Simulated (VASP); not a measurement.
# KTaO3 (Pm) in VASP: single point with r2SCAN

Aim: the single point of KTaO3 with r2SCAN.

Program: VASP 6.6.1. These are calculated values, not measurements. Logs are shortened: lines on timing, memory, paths and dates and some standing lists are left out, and cuts for length are marked.

### Step 1. The cell of the first run

It takes space group Pm (No. 6, monoclinic). Conventional cell: a = 3.988 Å, b = 3.988 Å, c = 3.988 Å, α = 90.00°, β = 90.00°, γ = 90.00°. K (site symmetry m) has 12 O at 2.50 to 3.14 Å and 4 Ta at 3.20 to 3.38 Å within 3.4 Å. Within 2.6 Å of Ta (site symmetry m) lie 6 O at 1.99 Å. Within 2.6 Å of O (site symmetry m) lie 2 Ta at 1.99 Å. Within 2.6 Å of O (site symmetry m) lie 2 Ta at 1.99 Å and 1 K at 2.50 Å. O (site symmetry m) has 2 Ta at 1.99 Å and 2 K at 2.62 Å within 2.7 Å.

### Step 2. Single point, r2SCAN (atom 1 (K) moved by (-0.300, -0.150) A along x and z)

Input file POSCAR:

```
KTaO3
1.0
    3.9883000000      0.0000000000      0.0000000000
    0.0000000000      3.9883000000      0.0000000000
    0.0000000000      0.0000000000      3.9883000000
K Ta O
1 1 3
Direct
    0.4247799814      0.5000000000      0.4623899907
    0.0000000000      0.0000000000      0.0000000000
    0.5000000000      0.0000000000      0.0000000000
    0.0000000000      0.5000000000      0.0000000000
    0.0000000000      0.0000000000      0.5000000000
```

Input file INCAR.step1:

```
SYSTEM = KTaO3
PREC = Accurate
ENCUT = 520
ISMEAR = 0
SIGMA = 0.05
LREAL = .False.
LASPH = .True.
NELM = 80
NBANDS = 27
GGA = PE
ALGO = Normal
EDIFF = 1E-4
LWAVE = .True.
LCHARG = .False.
```

Input file INCAR.step2:

```
SYSTEM = KTaO3
PREC = Accurate
ENCUT = 520
EDIFF = 1E-7
ISMEAR = 0
SIGMA = 0.05
LREAL = .False.
LASPH = .True.
NELM = 80
ALGO = Normal
ISIF = 2
LWAVE = .False.
LCHARG = .False.
METAGGA = R2SCAN
LMIXTAU = .True.
NBANDS = 27
ISTART = 1
```

Input file KPOINTS:

```
regular mesh
0
Gamma
  6 6 6
  0 0 0
```

Potentials or basis: VASP PAW PBE potentials, release 64 (K_sv, Ta_pv, O).

On the command line:

```bash
$ cat potpaw_PBE.64/K_sv/POTCAR potpaw_PBE.64/Ta_pv/POTCAR potpaw_PBE.64/O/POTCAR > POTCAR
$ cp INCAR.step1 INCAR
$ mpirun -np 1 vasp_std > vasp.out
$ cp INCAR.step2 INCAR
$ mpirun -np 1 vasp_std > vasp.out
```

OUTCAR:

```text
SYSTEM = KTaO3
   PREC = Accurate
   ENCUT = 520
   EDIFF = 1E-7
   ISMEAR = 0
   LREAL = .False.
   LASPH = .True.
   NELM = 80
   ISIF = 2
   METAGGA = R2SCAN
   ISTART = 1

 ion  position               nearest neighbor table
   1  0.425  0.500  0.462-   4 2.50   5 2.62   5 2.62   3 2.73   3 2.73   4 2.73   2 3.20   2 3.20
                             2 3.38   2 3.38   2 3.56   2 3.56
   2  0.000  0.000  0.000-   3 1.99   4 1.99   5 1.99   5 1.99   4 1.99   3 1.99   1 3.20   1 3.20
                             1 3.38   1 3.38   1 3.56   1 3.56
   3  0.500  0.000  0.000-   2 1.99   2 1.99   1 2.73   1 2.73
   4  0.000  0.500  0.000-   2 1.99   2 1.99   1 2.50   1 2.73
   5  0.000  0.000  0.500-   2 1.99   2 1.99   1 2.62   1 2.62

  LATTYP: Found a simple cubic cell.
 ALAT       =     3.9883000000

  Lattice vectors:

 A1 = (   3.9883000000,   0.0000000000,   0.0000000000)
 A2 = (   0.0000000000,   3.9883000000,   0.0000000000)
 A3 = (   0.0000000000,   0.0000000000,   3.9883000000)

Analysis of symmetry for initial positions (statically):
=====================================================================
 Subroutine PRICEL returns:
 Original cell was already a primitive cell.

 Routine SETGRP: Setting up the symmetry group for a
 simple cubic supercell.

 Subroutine GETGRP returns: Found  2 space group operations
 (whereof  2 operations were pure point group operations)
 out of a pool of 48 trial point group operations.

The static configuration has the point symmetry C_1h.

Analysis of symmetry for dynamics (positions and initial velocities):
=====================================================================
 Subroutine PRICEL returns:
 Original cell was already a primitive cell.

 Routine SETGRP: Setting up the symmetry group for a
 simple cubic supercell.

 Subroutine GETGRP returns: Found  2 space group operations
 (whereof  2 operations were pure point group operations)
 out of a pool of 48 trial point group operations.

The dynamic configuration has the point symmetry C_1h.

 Subroutine INISYM returns: Found  2 space group operations
 (whereof  2 operations are pure point group operations),
 and found     1 'primitive' translations

----------------------------------------------------------------------------------------

                                     Primitive cell

  volume of cell :      63.4400

  direct lattice vectors                    reciprocal lattice vectors
     3.988300000  0.000000000  0.000000000     0.250733395  0.000000000  0.000000000
     0.000000000  3.988300000  0.000000000     0.000000000  0.250733395  0.000000000
     0.000000000  0.000000000  3.988300000     0.000000000  0.000000000  0.250733395

  length of vectors
     3.988300000  3.988300000  3.988300000     0.250733395  0.250733395  0.250733395

  position of ions in fractional coordinates (direct lattice)
     0.424779981  0.500000000  0.462389991
     0.000000000  0.000000000  0.000000000
     0.500000000  0.000000000  0.000000000
     0.000000000  0.500000000  0.000000000
     0.000000000  0.000000000  0.500000000

  ion indices of the primitive-cell ions
   primitive index   ion index
                 1           1
                 2           2
                 3           3
                 4           4
                 5           5

----------------------------------------------------------------------------------------

 KPOINTS: regular mesh

Automatic generation of k-mesh.
 Grid dimensions read from file:
 generate k-points for:    6    6    6

 Generating k-lattice:

  Cartesian coordinates                     Fractional coordinates (reciprocal lattice)
     0.041788899  0.000000000  0.000000000     0.166666667  0.000000000  0.000000000
     0.000000000  0.041788899  0.000000000     0.000000000  0.166666667  0.000000000
     0.000000000  0.000000000  0.041788899     0.000000000  0.000000000  0.166666667

  Length of vectors
     0.041788899  0.041788899  0.041788899

  Shift w.r.t. Gamma in fractional coordinates (k-lattice)
     0.000000000  0.000000000  0.000000000

 Subroutine IBZKPT returns following result:
 ===========================================

 Found     80 irreducible k-points:

 Following reciprocal coordinates:
            Coordinates               Weight
  0.000000  0.000000  0.000000      1.000000
  0.166667  0.000000  0.000000      2.000000
  0.000000  0.166667  0.000000      2.000000
  0.000000  0.000000  0.166667      2.000000
  0.333333  0.000000  0.000000      2.000000
  0.000000  0.333333  0.000000      2.000000
[... 16 lines left out ...]
  0.500000  0.166667  0.000000      2.000000
  0.000000  0.500000  0.166667      2.000000
 [... further k-points ...]
   k-points           NKPTS =     80   k-points in BZ     NKDIM =     80   number of bands    NBANDS=     27
   number of dos      NEDOS =    301   number of ions     NIONS =      5
   total plane-waves  NPLWV =  27000
   dimension x,y,z NGX =    30 NGY =   30 NGZ =   30
   dimension x,y,z NGXF=    60 NGYF=   60 NGZF=   60
   ions per type =               1   1   3
   NGX,Y,Z   is equivalent  to a cutoff of  12.51, 12.51, 12.51 a.u.
   NGXF,Y,Z  is equivalent  to a cutoff of  25.01, 25.01, 25.01 a.u.
 SYSTEM =  KTaO3
   PREC   = accura    normal or accurate (medium, high low for compatibility)
   ISTART =      1    job   : 0-new  1-cont  2-samecut
   ICHARG =      0    charge: 1-file 2-atom 10-const
   ISPIN  =      1    spin polarized calculation?
   LNONCOLLINEAR =      F non collinear calculations
   LSORBIT =      F    spin-orbit coupling
   LASPH  =      T    aspherical Exc in radial PAW
   ENCUT  =  520.0 eV  38.22 Ry    6.18 a.u.   7.42  7.42  7.42*2*pi/ulx,y,z
   NELM   =     80;   NELMIN=  2; NELMDL=  0     # of ELM steps
   EDIFF  = 0.1E-06   stopping-criterion for ELM
   LREAL  =      F    real-space projection
   EDIFFG = 0.1E-05   stopping-criterion for IOM
   NSW    =      0    number of steps for IOM
   IBRION =     -1    ionic relax: 0-MD 1-quasi-New 2-CG
   NFREE  =      0    steps in history (QN), initial steepest desc. (CG)
   ISIF   =      2    stress and relaxation
   ISYM   =      2    0-nonsym 1-usesym 2-fastsym
   POTIM  = 0.5000    time-step for ionic-motion
   TEBEG  =    0.0;   TEEND  =   0.0 temperature during run
   PSTRESS=    0.0 pullay stress
   NELECT =      38.0000    total number of electrons
   NUPDOWN=      -1.0000    fix difference up-down
   EMIN   =  10.00;   EMAX   =-10.00  energy-range for DOS
   EFERMI =   0.00;   METHOD = LEGACY
   ISMEAR =     0;   SIGMA  =   0.05  broadening in eV -4-tet -1-fermi 0-gaus
   EFERMI_NEDOS =   21; number of points for ismear=-14 and -15
   IALGO  =     38    algorithm
   IMIX   =      4    mixing-type and parameters
     AMIX     =   0.40;   BMIX     =  1.00
     AMIX_MAG =   1.60;   BMIX_MAG =  1.00
  volume/ion in A,a.u.               =      12.69        85.62
  Fermi-wavevector in a.u.,A,eV,Ry     =   1.380008  2.607837 25.911228  1.904422
  Thomas-Fermi vector in A             =   2.504925
   LORBIT       =      0    0 simple, 1 ext, 2 COOP (PROOUT), +10 PAW based schemes
   METAGGA = R2SCAN    functional components
   LHFCALC =     F    Hartree Fock is set to
   AEXX    =    0.0000 exact exchange contribution
   IVDW    =     0    specifies the selected vdW correction
   LEPSILON=     F    determine dielectric tensor
   LRPA    =     F    only Hartree local field effects (RPA)
 non-spin polarized calculation
 Gauss-broadening in eV      SIGMA  =   0.05
  energy-cutoff  :      520.00
  volume of cell :       63.44
 maximum number of plane-waves:      1743
 NGX is ok and might be reduce to    30
   NGX = 15   NGY = 15   NGZ = 15

 number of electron      37.9999978 magnetization

 Free energy of the ion-electron system (eV)
  ---------------------------------------------------
  ext. energy  EPLUGINS =         0.00000000
  ---------------------------------------------------
  free energy    TOTEN  =       -86.89466410 eV

  energy without entropy =      -86.89466410  energy(sigma->0) =      -86.89466410

 E-fermi :   1.6444     XC(G=0): -11.5340

 val. band max:        1.3896909149   @ k =   0.5000   0.5000   0.5000
 cond. band min:       3.9362635868   @ k =   0.0000   0.0000   0.0000
 fundamental gap:      2.5465726719
 Fermi energy:         1.6444404122

 k-point     1 :       0.0000    0.0000    0.0000
  band No.  band energies     occupation
      1     -33.8998      2.00000
      2     -33.8987      2.00000
      3     -33.8871      2.00000
      4     -26.9770      2.00000
      5     -17.1652      2.00000
      6     -16.5291      2.00000
[... 19 lines left out ...]
     26      10.2602      0.00000
     27      10.2964      0.00000

 k-point     2 :       0.1667    0.0000    0.0000
  band No.  band energies     occupation
      1     -33.9153      2.00000
      2     -33.8990      2.00000
      3     -33.8950      2.00000
      4     -26.9700      2.00000
      5     -17.1062      2.00000
      6     -16.5226      2.00000
[... 19 lines left out ...]
     26      10.6220      0.00000
     27      10.6506      0.00000

 k-point     3 :       0.0000    0.1667    0.0000
  band No.  band energies     occupation
      1     -33.9256      2.00000
      2     -33.8978      2.00000
      3     -33.8862      2.00000
      4     -26.9691      2.00000
      5     -17.0934      2.00000
      6     -16.4960      2.00000
[... 19 lines left out ...]
     26      10.5498      0.00000
     27      10.6333      0.00000

 k-point     4 :       0.0000    0.0000    0.1667
  band No.  band energies     occupation
      1     -33.9231      2.00000
      2     -33.8989      2.00000
      3     -33.8875      2.00000
      4     -26.9693      2.00000
      5     -17.0981      2.00000
      6     -16.5036      2.00000
[... 19 lines left out ...]
     26      10.5499      0.00000
     27      10.6568      0.00000
[... 516 lines left out ...]
      4     -26.9510      2.00000
      5     -16.9566      2.00000
      6     -16.3737      2.00000
[... 19 lines left out ...]
     26      11.6318      0.00000
     27      12.1859      0.00000

 k-point    23 :       0.5000    0.1667    0.0000
  band No.  band energies     occupation
      1     -33.9885      2.00000
      2     -33.9218      2.00000
      3     -33.8922      2.00000
      4     -26.9449      2.00000
      5     -16.9419      2.00000
      6     -16.3802      2.00000
[... 19 lines left out ...]
     26      12.0004      0.00000
     27      12.7813      0.00000

 k-point    24 :       0.0000    0.5000    0.1667
  band No.  band energies     occupation
      1     -34.0004      2.00000
      2     -33.9191      2.00000
      3     -33.8839      2.00000
      4     -26.9419      2.00000
      5     -16.9161      2.00000
      6     -16.3561      2.00000
[... 19 lines left out ...]
     26      11.8570      0.00000
     27      12.5701      0.00000

 [... further k-points ...]

------------------------ aborting loop because EDIFF is reached ----------------------------------------

  FORCE on cell =-STRESS in cart. coord.  units (eV):
  Direction    XX          YY          ZZ          XY          YZ          ZX
  --------------------------------------------------------------------------------------
  -------------------------------------------------------------------------------------
  Total        1.0639996      1.3864499      1.3458253      0.0000000      0.0000000      0.7237367
  in kB       26.8712954     35.0147720     33.9887975      0.0000000      0.0000000     18.2779607
  external PRESSURE =      31.9582883 kB  Pullay stress =       0.0000000 kB

 VOLUME and BASIS-vectors are now :
 -----------------------------------------------------------------------------
  energy-cutoff  :      520.00
  volume of cell :       63.44
      direct lattice vectors                 reciprocal lattice vectors
     3.988300000  0.000000000  0.000000000     0.250733395  0.000000000  0.000000000
     0.000000000  3.988300000  0.000000000     0.000000000  0.250733395  0.000000000
     0.000000000  0.000000000  3.988300000     0.000000000  0.000000000  0.250733395

 POSITION                                       TOTAL-FORCE (eV/Angst)
 -----------------------------------------------------------------------------------
      1.69415      1.99415      1.84415         1.480804      0.000000      0.834670
      0.00000      0.00000      0.00000        -0.760423      0.000000     -0.422169
      1.99415      0.00000      0.00000        -0.227528      0.000000     -0.078146
      0.00000      1.99415      0.00000        -0.284535      0.000000     -0.222706
      0.00000      0.00000      1.99415        -0.208318      0.000000     -0.111648
 -----------------------------------------------------------------------------------
    total drift:                                0.000135      0.000000     -0.000485

  FREE ENERGIE OF THE ION-ELECTRON SYSTEM (eV)
  ---------------------------------------------------
  free  energy   TOTEN  =       -86.8946640958 eV

  energy  without entropy=      -86.8946640958  energy(sigma->0) =      -86.89466410
```

Wall time 6.1 min (1 thread of Intel Xeon Platinum 8488C (Sapphire Rapids), shared host); peak memory 0.26 GiB.

What came out:

* Free energy: -86.8947 eV
* Pressure: 3.2 GPa
* Largest force: 1.700 eV/Å
* Band gap on the k mesh: 2.55 eV (least direct gap 3.19 eV)

Forces on the atoms (eV/Å):
```
K    1.481  0.000  0.835
Ta  -0.760  0.000 -0.422
O   -0.228  0.000 -0.078
O   -0.285  0.000 -0.223
O   -0.208  0.000 -0.112
```

Stress tensor (GPa, compression positive):
```
2.69 0.00 1.83
0.00 3.50 0.00
1.83 0.00 3.40
```

Caveat: the cell differs from its parent crystal (atom 1 (K) moved by (-0.300, -0.150) A along x and z); the cell stands under pressure; the PAW data sets were made with another functional, which shifts forces and pressure a little; spin-orbit coupling is left out, which moves the levels of the heavy elements.
